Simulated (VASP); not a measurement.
# TaN (P1) in VASP: single point with PBE

Aim: the single point of TaN with PBE.

Everything below comes from runs of VASP 6.6.1. Logs are shortened: lines on timing, memory, paths and dates and some standing lists are left out, and cuts for length are marked.

## Step 1: The cell of the first run

The typed cell holds 16 atoms: a = 6.070 Å, b = 5.257 Å, c = 5.967 Å, α = 90.00°, β = 90.00°, γ = 90.00°.

## Step 2: Single point, PBE

The input, INCAR:

```
SYSTEM = TaN
PREC = Accurate
ENCUT = 520
EDIFF = 1E-6
ISMEAR = -1
SIGMA = 0.17
LREAL = Auto
LASPH = .TRUE.
NELM = 60
ALGO = Normal
ISIF = 2
LWAVE = .FALSE.
LCHARG = .FALSE.
GGA = PE
NBANDS = 78
```

The input, KPOINTS:

```
Automatic mesh
0
G
  2 2 2
  0 0 0
```

The input, POSCAR:

```
TaN
1.0
   -3.0348440000     -5.2565040000      0.0000000000
    4.5522660000     -2.6282520000      0.0000000000
    0.0000000000      0.0000000000      5.9669410000
Ta N
8 8
Direct
    0.7484706071      0.4809893647      0.2978578136
    0.7602785518      0.5163860814      0.7739811739
    0.4962300677      0.0033347883      0.2620940948
    0.5338133088     -0.0037255913      0.7787072136
    0.2619766333      0.4769401028      0.2885565652
    0.2586600442      0.5156097828      0.7586634425
   -0.0079274007      0.0001409354      0.3012766508
    0.0027265677      0.0067603052      0.7800479341
    0.4816454959      0.6795119054     -0.0041897515
    0.5412004573      0.7106919852      0.5488239284
    0.2642701844      0.1868780918      0.0182840755
    0.2420718307      0.1761430995      0.5497456737
    0.0088654218      0.6643955279      0.0577682937
   -0.0117173892      0.6390530676      0.5407796055
    0.7466628414      0.1914442707      0.0406741076
    0.7783742809      0.2020629981      0.5508852861
```

Potentials or basis: VASP PAW PBE potentials, release 64 (Ta_pv, N).

Started as:

```sh
$ cat potpaw_PBE.64/Ta_pv/POTCAR potpaw_PBE.64/N/POTCAR > POTCAR
$ mpirun -np 1 vasp_std > vasp.out
```

OUTCAR:

```text
SYSTEM = TaN
   PREC = Accurate
   ENCUT = 520
   EDIFF = 1E-6
   ISMEAR = -1
   LREAL = Auto
   LASPH = .TRUE.
   NELM = 60
   ISIF = 2
   GGA = PE

 ion  position               nearest neighbor table
   1  0.748  0.481  0.298-  16 2.11  15 2.16  14 2.22  10 2.30  13 2.34   9 2.64   2 2.85   7 2.93
                             3 2.95   5 2.95   7 3.10   5 3.12   2 3.13   3 3.15
   2  0.760  0.516  0.774-  14 2.07  16 2.12  10 2.15   9 2.31  15 2.34  13 2.40   1 2.85   4 2.87
                             8 2.97   6 3.03   6 3.05   8 3.06   4 3.06   1 3.13
   3  0.496  0.003  0.262-  11 2.24  15 2.24  10 2.32   9 2.33  12 2.48  16 2.64   5 2.87   4 2.89
                             1 2.95   7 3.02   7 3.07   4 3.09   5 3.11   1 3.15
   4  0.534  0.996  0.779-  10 2.03   9 2.13  15 2.27  16 2.29  11 2.39  12 2.43   8 2.85   2 2.87
                             3 2.89   6 3.03   2 3.06   3 3.09   6 3.20   8 3.22
   5  0.262  0.477  0.289-  11 2.22  12 2.22  13 2.29  14 2.40   9 2.44  10 2.61   6 2.81   3 2.87
                             1 2.95   7 3.00   3 3.11   1 3.12   6 3.17   7 3.20
   6  0.259  0.516  0.759-   9 2.14  12 2.18  14 2.19  11 2.32  10 2.36  13 2.47   5 2.81   8 3.02
                             2 3.03   4 3.03   2 3.05   8 3.10   5 3.17   4 3.20
   7  0.992  0.000  0.301-  16 2.24  13 2.29  12 2.31  14 2.38  15 2.38  11 2.56   8 2.86   1 2.93
                             5 3.00   3 3.02   3 3.07   1 3.10   8 3.11   5 3.20
   8  0.003  0.007  0.780-  16 2.19  12 2.19  11 2.33  15 2.40  14 2.40  13 2.45   4 2.85   7 2.86
                             2 2.97   6 3.02   2 3.06   6 3.10   7 3.11   4 3.22
   9  0.482  0.680  0.996-   4 2.13   6 2.14   2 2.31   3 2.33   5 2.44   1 2.64
  10  0.541  0.711  0.549-   4 2.03   2 2.15   1 2.30   3 2.32   6 2.36   5 2.61
  11  0.264  0.187  0.018-   5 2.22   3 2.24   6 2.32   8 2.33   4 2.39   7 2.56
  12  0.242  0.176  0.550-   6 2.18   8 2.19   5 2.22   7 2.31   4 2.43   3 2.48
  13  0.009  0.664  0.058-   5 2.29   7 2.29   1 2.34   2 2.40   8 2.45   6 2.47
  14  0.988  0.639  0.541-   2 2.07   6 2.19   1 2.22   7 2.38   5 2.40   8 2.40
  15  0.747  0.191  0.041-   1 2.16   3 2.24   4 2.27   2 2.34   7 2.38   8 2.40
  16  0.778  0.202  0.551-   1 2.11   2 2.12   8 2.19   7 2.24   4 2.29   3 2.64

  LATTYP: Found a simple orthorhombic cell.
 ALAT       =     5.2565040008
 B/A-ratio  =     1.1351538968
 C/A-ratio  =     1.1547005383

  Lattice vectors:

 A1 = (   4.5522660000,  -2.6282520000,   0.0000000000)
 A2 = (   0.0000000000,   0.0000000000,   5.9669410000)
 A3 = (  -3.0348440000,  -5.2565040000,   0.0000000000)

Analysis of symmetry for initial positions (statically):
=====================================================================
 Subroutine PRICEL returns:
 Original cell was already a primitive cell.

 Routine SETGRP: Setting up the symmetry group for a
 simple orthorhombic supercell.

 Subroutine GETGRP returns: Found  1 space group operations
 (whereof  1 operations were pure point group operations)
 out of a pool of  8 trial point group operations.

The static configuration has the point symmetry C_1 .

Analysis of symmetry for dynamics (positions and initial velocities):
=====================================================================
 Subroutine PRICEL returns:
 Original cell was already a primitive cell.

 Routine SETGRP: Setting up the symmetry group for a
 simple orthorhombic supercell.

 Subroutine GETGRP returns: Found  1 space group operations
 (whereof  1 operations were pure point group operations)
 out of a pool of  8 trial point group operations.

The dynamic configuration has the point symmetry C_1 .

 Subroutine INISYM returns: Found  1 space group operations
 (whereof  1 operations are pure point group operations),
 and found     1 'primitive' translations

----------------------------------------------------------------------------------------

                                     Primitive cell

  volume of cell :     190.3773

  direct lattice vectors                    reciprocal lattice vectors
    -3.034844000 -5.256504000  0.000000000    -0.082376557 -0.142680382  0.000000000
     4.552266000 -2.628252000  0.000000000     0.164753114 -0.095120255  0.000000000
     0.000000000  0.000000000  5.966941000     0.000000000  0.000000000  0.167590060

  length of vectors
     6.069687999  5.256504001  5.966941000     0.164753114  0.190240510  0.167590060

  position of ions in fractional coordinates (direct lattice)
     0.748470607  0.480989365  0.297857814
     0.760278552  0.516386081  0.773981174
     0.496230068  0.003334788  0.262094095
     0.533813309  0.996274409  0.778707214
     0.261976633  0.476940103  0.288556565
     0.258660044  0.515609783  0.758663443
[... 8 lines left out ...]
     0.746662841  0.191444271  0.040674108
     0.778374281  0.202062998  0.550885286

  ion indices of the primitive-cell ions
   primitive index   ion index
                 1           1
                 2           2
                 3           3
                 4           4
                 5           5
                 6           6
[... 8 lines left out ...]
                15          15
                16          16

----------------------------------------------------------------------------------------

 KPOINTS: Automatic mesh

Automatic generation of k-mesh.
 Grid dimensions read from file:
 generate k-points for:    2    2    2

 Generating k-lattice:

  Cartesian coordinates                     Fractional coordinates (reciprocal lattice)
    -0.041188279 -0.071340191  0.000000000     0.500000000  0.000000000  0.000000000
     0.082376557 -0.047560127  0.000000000    -0.000000000  0.500000000  0.000000000
     0.000000000  0.000000000  0.083795030     0.000000000  0.000000000  0.500000000

  Length of vectors
     0.082376557  0.095120255  0.083795030

  Shift w.r.t. Gamma in fractional coordinates (k-lattice)
     0.000000000  0.000000000  0.000000000

 Subroutine IBZKPT returns following result:
 ===========================================

 Found      8 irreducible k-points:

 Following reciprocal coordinates:
            Coordinates               Weight
  0.000000  0.000000  0.000000      1.000000
  0.500000  0.000000  0.000000      1.000000
  0.000000  0.500000  0.000000      1.000000
  0.500000  0.500000  0.000000      1.000000
  0.000000  0.000000  0.500000      1.000000
  0.500000  0.000000  0.500000      1.000000
  0.000000  0.500000  0.500000      1.000000
  0.500000  0.500000  0.500000      1.000000
   k-points           NKPTS =      8   k-points in BZ     NKDIM =      8   number of bands    NBANDS=     78
   number of dos      NEDOS =    301   number of ions     NIONS =     16
   total plane-waves  NPLWV =  92160
   dimension x,y,z NGX =    48 NGY =   40 NGZ =   48
   dimension x,y,z NGXF=    96 NGYF=   80 NGZF=   96
   ions per type =               8   8
   NGX,Y,Z   is equivalent  to a cutoff of  13.15, 12.65, 13.37 a.u.
   NGXF,Y,Z  is equivalent  to a cutoff of  26.29, 25.30, 26.75 a.u.
 SYSTEM =  TaN
   PREC   = accura    normal or accurate (medium, high low for compatibility)
   ISTART =      0    job   : 0-new  1-cont  2-samecut
   ICHARG =      2    charge: 1-file 2-atom 10-const
   ISPIN  =      1    spin polarized calculation?
   LNONCOLLINEAR =      F non collinear calculations
   LSORBIT =      F    spin-orbit coupling
   LASPH  =      T    aspherical Exc in radial PAW
   ENCUT  =  520.0 eV  38.22 Ry    6.18 a.u.  11.29  9.77 11.09*2*pi/ulx,y,z
   NELM   =     60;   NELMIN=  2; NELMDL= -5     # of ELM steps
   EDIFF  = 0.1E-05   stopping-criterion for ELM
   LREAL  =      T    real-space projection
   EDIFFG = 0.1E-04   stopping-criterion for IOM
   NSW    =      0    number of steps for IOM
   IBRION =     -1    ionic relax: 0-MD 1-quasi-New 2-CG
   NFREE  =      0    steps in history (QN), initial steepest desc. (CG)
   ISIF   =      2    stress and relaxation
   ISYM   =      2    0-nonsym 1-usesym 2-fastsym
   POTIM  = 0.5000    time-step for ionic-motion
   TEBEG  =    0.0;   TEEND  =   0.0 temperature during run
   PSTRESS=    0.0 pullay stress
   NELECT =     128.0000    total number of electrons
   NUPDOWN=      -1.0000    fix difference up-down
   EMIN   =  10.00;   EMAX   =-10.00  energy-range for DOS
   EFERMI =   0.00;   METHOD = LEGACY
   ISMEAR =    -1;   SIGMA  =   0.17  broadening in eV -4-tet -1-fermi 0-gaus
   EFERMI_NEDOS =   21; number of points for ismear=-14 and -15
   IALGO  =     38    algorithm
   IMIX   =      4    mixing-type and parameters
     AMIX     =   0.40;   BMIX     =  1.00
     AMIX_MAG =   1.60;   BMIX_MAG =  1.00
  volume/ion in A,a.u.               =      11.90        80.30
  Fermi-wavevector in a.u.,A,eV,Ry     =   1.434189  2.710225 27.985806  2.056899
  Thomas-Fermi vector in A             =   2.553625
   LORBIT       =      0    0 simple, 1 ext, 2 COOP (PROOUT), +10 PAW based schemes
   GGA     = PE    functional components
   LHFCALC =     F    Hartree Fock is set to
   AEXX    =    0.0000 exact exchange contribution
   IVDW    =     0    specifies the selected vdW correction
   LEPSILON=     F    determine dielectric tensor
   LRPA    =     F    only Hartree local field effects (RPA)
 non-spin polarized calculation
  energy-cutoff  :      520.00
  volume of cell :      190.38
 maximum number of plane-waves:      5156
 NGX is ok and might be reduce to    48
   NGX = 23   NGY = 19   NGZ = 23

 number of electron     127.9999998 magnetization

 Free energy of the ion-electron system (eV)
  ---------------------------------------------------
  ext. energy  EPLUGINS =         0.00000000
  ---------------------------------------------------
  free energy    TOTEN  =      -174.47554898 eV

  energy without entropy =     -174.20829981  energy(sigma->0) =     -174.34192440

 E-fermi :   7.3468     XC(G=0): -12.7816

 val. band max:        7.2759299557   @ k =   0.0000   0.0000   0.0000
 cond. band min:       7.3786213153   @ k =   0.0000   0.0000   0.5000
 fundamental gap:      0.1026913596
 Fermi energy:         7.3468434059

 k-point     1 :       0.0000    0.0000    0.0000
  band No.  band energies     occupation
      1     -28.5430      2.00000
      2     -28.4142      2.00000
      3     -28.3872      2.00000
      4     -28.3584      2.00000
      5     -28.3324      2.00000
      6     -28.2808      2.00000
[... 68 lines left out ...]
     75      10.0888      0.00000
     76      10.1330      0.00000

 k-point     2 :       0.5000    0.0000    0.0000
  band No.  band energies     occupation
      1     -28.5060      2.00000
      2     -28.4363      2.00000
      3     -28.3607      2.00000
      4     -28.3363      2.00000
      5     -28.3128      2.00000
      6     -28.2285      2.00000
[... 68 lines left out ...]
     75       9.6673      0.00000
     76       9.8331      0.00000

 k-point     3 :       0.0000    0.5000    0.0000
  band No.  band energies     occupation
      1     -28.4786      2.00000
      2     -28.4501      2.00000
      3     -28.4086      2.00000
      4     -28.3771      2.00000
      5     -28.3527      2.00000
      6     -28.3409      2.00000
[... 384 lines left out ...]
     75       9.6974      0.00000
     76       9.9073      0.00000

 k-point     8 :       0.5000    0.5000    0.5000
  band No.  band energies     occupation
      1     -28.3118      2.00000
      2     -28.2635      2.00000
      3     -28.2472      2.00000
      4     -28.2226      2.00000
      5     -28.1926      2.00000
      6     -28.1860      2.00000
[... 68 lines left out ...]
     75       9.9192      0.00000
     76      10.0118      0.00000
 [bands above 76 left out]

------------------------ aborting loop because EDIFF is reached ----------------------------------------

  FORCE on cell =-STRESS in cart. coord.  units (eV):
  Direction    XX          YY          ZZ          XY          YZ          ZX
  --------------------------------------------------------------------------------------
  -------------------------------------------------------------------------------------
  Total      -18.3522694    -15.5873540    -17.2927497      1.6135250     -1.8842785      1.4126556
  in kB     -154.4490526   -131.1800737   -145.5323448     13.5791056    -15.8577133     11.8886285
  external PRESSURE =    -143.7204903 kB  Pullay stress =       0.0000000 kB

 VOLUME and BASIS-vectors are now :
 -----------------------------------------------------------------------------
  energy-cutoff  :      520.00
  volume of cell :      190.38
      direct lattice vectors                 reciprocal lattice vectors
    -3.034844000 -5.256504000  0.000000000    -0.082376557 -0.142680382  0.000000000
     4.552266000 -2.628252000  0.000000000     0.164753114 -0.095120255  0.000000000
     0.000000000  0.000000000  5.966941000     0.000000000  0.000000000  0.167590060

 POSITION                                       TOTAL-FORCE (eV/Angst)
 -----------------------------------------------------------------------------------
     -0.08190     -5.19850      1.77730         1.617351     -2.338598     -2.206032
      0.04340     -5.35360      4.61830        -0.550923      0.654653      3.554415
     -1.49080     -2.61720      1.56390        -0.583303      0.277207      1.283092
      2.91527     -5.42445      4.64650         4.196877      1.333534      0.534400
      1.37610     -2.63060      1.72180         2.535002      0.573771     -2.156033
      1.56220     -2.71480      4.52690        -0.755534      0.414300      3.266596
[... 8 lines left out ...]
     -1.39450     -4.42800      0.24270        -1.533881      0.088164     -0.259123
     -1.44240     -4.62260      3.28710        -1.378730      1.922396     -0.455387
 -----------------------------------------------------------------------------------
    total drift:                                0.001229      0.000086     -0.001279

  FREE ENERGIE OF THE ION-ELECTRON SYSTEM (eV)
  ---------------------------------------------------
  free  energy   TOTEN  =      -174.4755489797 eV

  energy  without entropy=     -174.2082998110  energy(sigma->0) =     -174.34192440
```

Run time: 3.6 min. Hardware: 1 thread of Intel Xeon Platinum 8375C at 2.90GHz (Ice Lake), shared host; peak memory 0.33 GiB.

What came out:

```
Free energy            : -174.4755 eV
Pressure               : -14.4 GPa
Largest force          : 4.436 eV/Å
Band gap on the k mesh : zero (bands 64 and 65 overlap by 0.10 eV)
```

Forces in eV/Å, atoms in the order of the input:
```
Ta   1.617 -2.339 -2.206
Ta  -0.551  0.655  3.554
Ta  -0.583  0.277  1.283
Ta   4.197  1.334  0.534
Ta   2.535  0.574 -2.156
Ta  -0.756  0.414  3.267
Ta  -1.365 -0.710 -2.252
Ta  -0.424 -1.520  1.950
N   -0.896 -1.223  1.686
N   -1.144  2.751 -2.002
N   -0.355  0.861  0.506
N   -0.966 -0.741 -1.499
N    0.496  0.495 -0.991
N    1.107 -2.840 -0.959
N   -1.534  0.088 -0.259
N   -1.379  1.922 -0.455
```

Caveat: the k points lie up to 0.60 Å⁻¹ apart; spin-orbit coupling is left out, which moves the levels of the heavy elements; forces of over 1 eV/Å act on the atoms, so gaps and moduli don't describe the material at rest.
